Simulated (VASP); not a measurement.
## Ta: single point with PBEsol

Crystal: Ta.

```
Ta
1.0
    -1.64026    1.64026    1.64026
     1.64026   -1.64026    1.64026
     3.28052    3.28052    0.00000
Ta
2
Direct
  0.00457 0.00457 0.00000
  0.49543 0.49543 0.50000
```

This cell differs from its parent crystal: atoms displaced along a vibrational mode.

```json
{
 "Program": "VASP 6.6.1",
 "Task": "single point",
 "Functional": "PBEsol",
 "Potentials or basis": "VASP PAW PBE potentials, release 64 (Ta_pv)",
 "Cutoff": "520 eV",
 "k mesh": "22 × 22 × 14",
 "Occupations": "gaussian, width 0.15 eV",
 "Spin": "no spin polarisation",
 "Dipole correction": "no",
 "Further INCAR settings": "ALGO = Fast; EDIFF = 1e-06; NBANDS = 18"
}
```

| Item | Value |
| --- | --- |
| Pressure | 0.5 GPa |
| Largest force | 0.216 eV/Å |
| Band gap on the k mesh | zero (bands 11 and 12 overlap by 3.19 eV) |

Forces on the atoms (eV/Å):
```
Ta   0.000  0.000 -0.216
Ta   0.000  0.000  0.216
```

Levels at points of the mesh, in eV from the Fermi level:
```
           k point  band 7  band 8  band 9  band 10  band 11  band 12  band 13  band 14  band 15  band 16
(0.00, 0.00, 0.00)   -8.00   -4.47   -1.61     0.72     0.72     0.73     1.71     3.96     4.07     4.07
(0.50, 0.00, 0.00)   -3.19   -3.11   -1.55    -1.39    -0.57    -0.53     3.63     3.70     4.85     4.98
(0.50, 0.50, 0.00)   -4.47   -3.93   -3.93    -1.61     1.71     3.95     5.01     7.00     7.01     7.02
(0.00, 0.00, 0.50)   -5.66   -5.66   -0.60    -0.60    -0.10    -0.10     3.40     3.40     3.48     3.48
(0.50, 0.00, 0.50)   -4.47   -4.47   -1.61    -1.61     1.71     1.71     3.96     3.96     5.01     5.01
(0.50, 0.50, 0.50)   -3.03   -3.03   -1.94    -1.94     1.10     1.10     1.79     1.79     7.49     7.49
```

It took 8.5 min on 1 thread of Oxide Virtual Turin-like Processor (shared host), peak memory 0.58 GiB.

Caveat: the cell differs from its parent crystal (atoms displaced along a vibrational mode); the PAW data sets were made with another functional, which shifts forces and pressure a little; spin-orbit coupling is left out, which moves the levels of the heavy elements.
